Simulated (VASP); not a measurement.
# SrCl2 (Fm-3m) in VASP: relaxation of the atoms with r2SCAN

Aim: the relaxation of the atoms of SrCl2 with r2SCAN.

Program: VASP 6.6.1. These are calculated values, not measurements. Logs are shortened: lines on timing, memory, paths and dates and some standing lists are left out, and cuts for length are marked.

## (1) The cell of the first run

It takes space group Fm-3m (No. 225, cubic). The conventional cell has a = 6.852 Å, b = 6.852 Å, c = 6.852 Å, α = 90.00°, β = 90.00°, γ = 90.00°. Within 3.9 Å of Sr (site symmetry m-3m) lie 8 Cl at 2.97 Å. Cl (site symmetry -43m) has 4 Sr at 2.97 Å and 6 Cl at 3.43 Å within 3.9 Å.

## (2) Relaxation of the atoms, r2SCAN

POSCAR reads:

```
SrCl2
1.0
    0.0000000000      3.4261202200      3.4261202200
    3.4261202200      0.0000000000      3.4261202200
    3.4261202200      3.4261202200      0.0000000000
Sr Cl
1 2
Direct
    0.0000000000      0.0000000000      0.0000000000
    0.2500000000      0.2500000000      0.2500000000
    0.7500000000      0.7500000000      0.7500000000
```

INCAR.step1 reads:

```
ALGO     = Normal         # electronic algorithm
EDIFF    = 1E-4           # SCF threshold, eV
ENCUT    = 520            # plane-wave cutoff, eV
GGA      = PE             # functional
ISMEAR   = -1             # smearing method
LASPH    = T              # aspherical terms in the spheres
LCHARG   = F              # write CHGCAR
LREAL    = F              # projectors in reciprocal space
LWAVE    = T              # write WAVECAR
NELM     = 60             # most SCF steps
PREC     = Accurate       # precision mode
SIGMA    = 0.02           # smearing width, eV
```

INCAR.step2 reads:

```
ALGO     = Normal         # electronic algorithm
EDIFF    = 1E-6           # SCF threshold, eV
EDIFFG   = -0.01          # ionic threshold
ENCUT    = 520            # plane-wave cutoff, eV
IBRION   = 2              # ionic algorithm
ISIF     = 2              # what is computed and relaxed
ISMEAR   = -1             # smearing method
ISTART   = 1            
LASPH    = T              # aspherical terms in the spheres
LCHARG   = F              # write CHGCAR
LMIXTAU  = T            
LREAL    = F              # projectors in reciprocal space
LWAVE    = F              # write WAVECAR
METAGGA  = R2SCAN         # meta-GGA
NELM     = 60             # most SCF steps
NSW      = 50             # ionic steps
PREC     = Accurate       # precision mode
SIGMA    = 0.02           # smearing width, eV
```

KPOINTS reads:

```
k-points
0
Gamma
  8 8 8
```

Potentials or basis: VASP PAW PBE potentials, release 64 (Sr_sv, Cl).

Launch:

```bash
$ cat potpaw_PBE.64/Sr_sv/POTCAR potpaw_PBE.64/Cl/POTCAR > POTCAR
$ cp INCAR.step1 INCAR
$ mpirun -np 1 vasp_std > vasp.out
$ cp INCAR.step2 INCAR
$ mpirun -np 1 vasp_std > vasp.out
```

OUTCAR:

```text
EDIFF = 1E-6
   EDIFFG = -0.01
   ENCUT = 520
   IBRION = 2
   ISIF = 2
   ISMEAR = -1
   ISTART = 1
   LASPH = T
   LREAL = F
   METAGGA = R2SCAN
   NELM = 60
   NSW = 50
   PREC = Accurate

 ion  position               nearest neighbor table
   1  0.000  0.000  0.000-   2 2.97   3 2.97   3 2.97   3 2.97   3 2.97   2 2.97   2 2.97   2 2.97

   2  0.250  0.250  0.250-   1 2.97   1 2.97   1 2.97   1 2.97
   3  0.750  0.750  0.750-   1 2.97   1 2.97   1 2.97   1 2.97

  LATTYP: Found a face centered cubic cell.
 ALAT       =     6.8522404400

  Lattice vectors:

 A1 = (   0.0000000000,   3.4261202200,   3.4261202200)
 A2 = (   3.4261202200,   0.0000000000,   3.4261202200)
 A3 = (   3.4261202200,   3.4261202200,   0.0000000000)

Analysis of symmetry for initial positions (statically):
=====================================================================
 Subroutine PRICEL returns:
 Original cell was already a primitive cell.

 Routine SETGRP: Setting up the symmetry group for a
 face centered cubic supercell.

 Subroutine GETGRP returns: Found 48 space group operations
 (whereof 48 operations were pure point group operations)
 out of a pool of 48 trial point group operations.

The static configuration has the point symmetry O_h .

Analysis of symmetry for dynamics (positions and initial velocities):
=====================================================================
 Subroutine PRICEL returns:
 Original cell was already a primitive cell.

 Routine SETGRP: Setting up the symmetry group for a
 face centered cubic supercell.

 Subroutine GETGRP returns: Found 48 space group operations
 (whereof 48 operations were pure point group operations)
 out of a pool of 48 trial point group operations.

The dynamic configuration has the point symmetry O_h .

 Subroutine INISYM returns: Found 48 space group operations
 (whereof 48 operations are pure point group operations),
 and found     1 'primitive' translations

----------------------------------------------------------------------------------------

                                     Primitive cell

  volume of cell :      80.4337

  direct lattice vectors                    reciprocal lattice vectors
     0.000000000  3.426120220  3.426120220    -0.145937669  0.145937669  0.145937669
     3.426120220  0.000000000  3.426120220     0.145937669 -0.145937669  0.145937669
     3.426120220  3.426120220  0.000000000     0.145937669  0.145937669 -0.145937669

  length of vectors
     4.845265681  4.845265681  4.845265681     0.252771458  0.252771458  0.252771458

  position of ions in fractional coordinates (direct lattice)
     0.000000000  0.000000000  0.000000000
     0.250000000  0.250000000  0.250000000
     0.750000000  0.750000000  0.750000000

  ion indices of the primitive-cell ions
   primitive index   ion index
                 1           1
                 2           2
                 3           3

----------------------------------------------------------------------------------------

 KPOINTS: k-points

Automatic generation of k-mesh.
 Grid dimensions read from file:
 generate k-points for:    8    8    8

 Generating k-lattice:

  Cartesian coordinates                     Fractional coordinates (reciprocal lattice)
    -0.018242209  0.018242209  0.018242209     0.125000000  0.000000000  0.000000000
     0.018242209 -0.018242209  0.018242209     0.000000000  0.125000000  0.000000000
     0.018242209  0.018242209 -0.018242209     0.000000000  0.000000000  0.125000000

  Length of vectors
     0.031596432  0.031596432  0.031596432

  Shift w.r.t. Gamma in fractional coordinates (k-lattice)
     0.000000000  0.000000000  0.000000000

 Subroutine IBZKPT returns following result:
 ===========================================

 Found     29 irreducible k-points:

 Following reciprocal coordinates:
            Coordinates               Weight
  0.000000  0.000000  0.000000      1.000000
  0.125000  0.000000  0.000000      8.000000
  0.250000  0.000000  0.000000      8.000000
  0.375000  0.000000  0.000000      8.000000
  0.500000  0.000000  0.000000      4.000000
  0.125000  0.125000  0.000000      6.000000
[... 16 lines left out ...]
  0.500000  0.250000  0.125000     48.000000
 -0.375000  0.250000  0.125000     24.000000
 [... further k-points ...]
   k-points           NKPTS =     29   k-points in BZ     NKDIM =     29   number of bands    NBANDS=     16
   number of dos      NEDOS =    301   number of ions     NIONS =      3
   total plane-waves  NPLWV =  46656
   dimension x,y,z NGX =    36 NGY =   36 NGZ =   36
   dimension x,y,z NGXF=    72 NGYF=   72 NGZF=   72
   ions per type =               1   2
   NGX,Y,Z   is equivalent  to a cutoff of  12.35, 12.35, 12.35 a.u.
   NGXF,Y,Z  is equivalent  to a cutoff of  24.70, 24.70, 24.70 a.u.
 SYSTEM =  unknown system
   PREC   = accura    normal or accurate (medium, high low for compatibility)
   ISTART =      1    job   : 0-new  1-cont  2-samecut
   ICHARG =      0    charge: 1-file 2-atom 10-const
   ISPIN  =      1    spin polarized calculation?
   LNONCOLLINEAR =      F non collinear calculations
   LSORBIT =      F    spin-orbit coupling
   LASPH  =      T    aspherical Exc in radial PAW
   ENCUT  =  520.0 eV  38.22 Ry    6.18 a.u.   9.01  9.01  9.01*2*pi/ulx,y,z
   NELM   =     60;   NELMIN=  2; NELMDL=  0     # of ELM steps
   EDIFF  = 0.1E-05   stopping-criterion for ELM
   LREAL  =      F    real-space projection
   EDIFFG = -.1E-01   stopping-criterion for IOM
   NSW    =     50    number of steps for IOM
   IBRION =      2    ionic relax: 0-MD 1-quasi-New 2-CG
   NFREE  =      1    steps in history (QN), initial steepest desc. (CG)
   ISIF   =      2    stress and relaxation
   ISYM   =      2    0-nonsym 1-usesym 2-fastsym
   POTIM  = 0.5000    time-step for ionic-motion
   TEBEG  =    0.0;   TEEND  =   0.0 temperature during run
   PSTRESS=    0.0 pullay stress
   NELECT =      24.0000    total number of electrons
   NUPDOWN=      -1.0000    fix difference up-down
   EMIN   =  10.00;   EMAX   =-10.00  energy-range for DOS
   EFERMI =   0.00;   METHOD = LEGACY
   ISMEAR =    -1;   SIGMA  =   0.02  broadening in eV -4-tet -1-fermi 0-gaus
   EFERMI_NEDOS =   21; number of points for ismear=-14 and -15
   IALGO  =     38    algorithm
   IMIX   =      4    mixing-type and parameters
     AMIX     =   0.40;   BMIX     =  1.00
     AMIX_MAG =   1.60;   BMIX_MAG =  1.00
  volume/ion in A,a.u.               =      26.81       180.93
  Fermi-wavevector in a.u.,A,eV,Ry     =   1.093955  2.067275 16.282592  1.196737
  Thomas-Fermi vector in A             =   2.230250
   LORBIT       =      0    0 simple, 1 ext, 2 COOP (PROOUT), +10 PAW based schemes
   METAGGA = R2SCAN    functional components
   LHFCALC =     F    Hartree Fock is set to
   AEXX    =    0.0000 exact exchange contribution
   IVDW    =     0    specifies the selected vdW correction
   LEPSILON=     F    determine dielectric tensor
   LRPA    =     F    only Hartree local field effects (RPA)
 conjugate gradient relaxation of ions
 non-spin polarized calculation
  energy-cutoff  :      520.00
  volume of cell :       80.43
 maximum number of plane-waves:      2200
   NGX = 17   NGY = 17   NGZ = 17

 number of electron      23.9999999 magnetization

 Free energy of the ion-electron system (eV)
  ---------------------------------------------------
  ext. energy  EPLUGINS =         0.00000000
  ---------------------------------------------------
  free energy    TOTEN  =       -35.65266384 eV

  energy without entropy =      -35.65266384  energy(sigma->0) =      -35.65266384

 E-fermi :   0.5657     XC(G=0):  -9.0206

 val. band max:        0.1484026892   @ k =   0.5000   0.5000   0.0000
 cond. band min:       6.1029694839   @ k =   0.5000   0.5000   0.0000
 fundamental gap:      5.9545667947
 Fermi energy:         0.5656800097

 k-point     1 :       0.0000    0.0000    0.0000
  band No.  band energies     occupation
      1     -33.6303      2.00000
      2     -15.0252      2.00000
      3     -15.0252      2.00000
      4     -15.0252      2.00000
      5     -13.9182      2.00000
      6     -12.9255      2.00000
[... 8 lines left out ...]
     15       6.8068      0.00000
     16       9.8634      0.00000

 k-point     2 :       0.1250    0.0000    0.0000
  band No.  band energies     occupation
      1     -33.6296      2.00000
      2     -15.1212      2.00000
      3     -15.0279      2.00000
      4     -15.0278      2.00000
      5     -13.7799      2.00000
      6     -12.9660      2.00000
[... 8 lines left out ...]
     15       6.9474      0.00000
     16       9.1457      0.00000

 k-point     3 :       0.2500    0.0000    0.0000
  band No.  band energies     occupation
      1     -33.6279      2.00000
      2     -15.2910      2.00000
      3     -15.0343      2.00000
      4     -15.0343      2.00000
      5     -13.5389      2.00000
      6     -13.0266      2.00000
[... 8 lines left out ...]
     15       7.3376      0.00000
     16       8.8134      0.00000

 k-point     4 :       0.3750    0.0000    0.0000
  band No.  band energies     occupation
      1     -33.6263      2.00000
      2     -15.4155      2.00000
      3     -15.0407      2.00000
      4     -15.0406      2.00000
      5     -13.4510      2.00000
      6     -12.9706      2.00000
[... 8 lines left out ...]
     15       7.7609      0.00000
     16       9.3790      0.00000
[... 324 lines left out ...]
 k-point    22 :       0.3750    0.2500    0.1250
  band No.  band energies     occupation
      1     -33.6267      2.00000
      2     -15.3550      2.00000
      3     -15.0921      2.00000
      4     -15.0428      2.00000
      5     -13.3228      2.00000
      6     -13.1051      2.00000
[... 8 lines left out ...]
     15       7.7445      0.00000
     16       9.0457      0.00000

 k-point    23 :       0.5000    0.2500    0.1250
  band No.  band energies     occupation
      1     -33.6253      2.00000
      2     -15.3965      2.00000
      3     -15.1643      2.00000
      4     -15.0498      2.00000
      5     -13.2388      2.00000
      6     -13.0555      2.00000
[... 8 lines left out ...]
     15       8.1911      0.00000
     16       8.9169      0.00000

 k-point    24 :      -0.3750    0.2500    0.1250
  band No.  band energies     occupation
      1     -33.6248      2.00000
      2     -15.4017      2.00000
      3     -15.2034      2.00000
      4     -15.0531      2.00000
      5     -13.2515      2.00000
      6     -12.9879      2.00000
[... 8 lines left out ...]
     15       8.4366      0.00000
     16       8.7103      0.00000

 [... further k-points ...]

------------------------ aborting loop because EDIFF is reached ----------------------------------------

  FORCE on cell =-STRESS in cart. coord.  units (eV):
  Direction    XX          YY          ZZ          XY          YZ          ZX
  --------------------------------------------------------------------------------------
  -------------------------------------------------------------------------------------
  Total        1.3687564      1.3687564      1.3687564      0.0000000     -0.0000000      0.0000000
  in kB       27.2645899     27.2645899     27.2645899      0.0000000     -0.0000000      0.0000000
  external PRESSURE =      27.2645899 kB  Pullay stress =       0.0000000 kB

 VOLUME and BASIS-vectors are now :
 -----------------------------------------------------------------------------
  energy-cutoff  :      520.00
  volume of cell :       80.43
      direct lattice vectors                 reciprocal lattice vectors
     0.000000000  3.426120220  3.426120220    -0.145937669  0.145937669  0.145937669
     3.426120220  0.000000000  3.426120220     0.145937669 -0.145937669  0.145937669
     3.426120220  3.426120220  0.000000000     0.145937669  0.145937669 -0.145937669

 POSITION                                       TOTAL-FORCE (eV/Angst)
 -----------------------------------------------------------------------------------
      0.00000      0.00000      0.00000         0.000000     -0.000000     -0.000000
      1.71306      1.71306      1.71306        -0.000000     -0.000000      0.000000
      5.13918      5.13918      5.13918         0.000000      0.000000     -0.000000
 -----------------------------------------------------------------------------------
    total drift:                                0.000000      0.000000      0.000000

  FREE ENERGIE OF THE ION-ELECTRON SYSTEM (eV)
  ---------------------------------------------------
  free  energy   TOTEN  =       -35.6526638366 eV

  energy  without entropy=      -35.6526638366  energy(sigma->0) =      -35.65266384

 reached required accuracy - stopping structural energy minimisation
```

It took 2.8 min on 1 thread of Intel Xeon 8259CL, shared host; peak memory 0.23 GiB.

Results:

```
Free energy             : -35.6527 eV
Pressure after relaxing : 2.7 GPa
Band gap on the k mesh  : 5.95 eV
```

Final structure:
```cif
data_structure
_symmetry_space_group_name_H-M 'P 1'
_symmetry_Int_Tables_number 1
_cell_length_a 4.8453
_cell_length_b 4.8453
_cell_length_c 4.8453
_cell_angle_alpha 60.000
_cell_angle_beta 60.000
_cell_angle_gamma 60.000
_cell_volume 80.43
loop_
_atom_site_label
_atom_site_type_symbol
_atom_site_fract_x
_atom_site_fract_y
_atom_site_fract_z
_atom_site_occupancy
Sr1 Sr 0.00000 0.00000 0.00000 1
Cl1 Cl 0.25000 0.25000 0.25000 1
Cl2 Cl 0.75000 0.75000 0.75000 1
```

Caveat: the relaxation stopped at its first step, so nothing moved; the PAW data sets were made with another functional, which shifts forces and pressure a little. A k mesh can miss the band edges.
